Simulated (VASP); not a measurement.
## Rh: single point with r2SCAN

The system is Rh.

```
Rh
1.0
     2.70957    0.00000    0.00000
    -1.35479    2.34656    0.00000
     0.00000    0.00000    8.85634
Rh
4
Cartesian
  1.3548 0.7822 6.6423
  0.0000 0.0000 4.4282
  0.0000 1.5644 2.2141
  0.0000 0.0000 0.0000
```

```yaml
Program: VASP 6.6.1
Task: single point
Functional: r2SCAN
Potentials_or_basis: VASP PAW PBE potentials, release 64 (Rh_sv_GW)
Cutoff: 580 eV
k_mesh: 11 × 11 × 3
Occupations: fermi-dirac, width 0.05 eV
Spin: no spin polarisation
Dipole_correction: no
Second_run: valence_matched
Further_INCAR_settings: ALGO = Normal; EDIFF = 1e-06; NBANDS = 42
```

* Pressure: -7.9 GPa
* Band gap on the k mesh: zero (band 34 reaches 10.92 eV, above the bottom of band 35 at 9.26 eV)

Stress tensor (GPa, compression positive):
```
-7.44  0.00  0.00
 0.00 -7.44  0.00
 0.00  0.00 -8.90
```

Levels at points of the mesh, in eV from the Fermi level:
```
           k point  band 31  band 32  band 33  band 34  band 35  band 36
(0.00, 0.00, 0.00)    -2.61    -1.47    -1.47    -0.87    -0.87    -0.36
```

Wall time 4.6 min on 1 thread of AMD EPYC 9R45 96-Core Processor (Zen 5), with other jobs on the host, peak memory 0.22 GiB.

Caveat: the PAW data sets were made with another functional, which shifts forces and pressure a little.
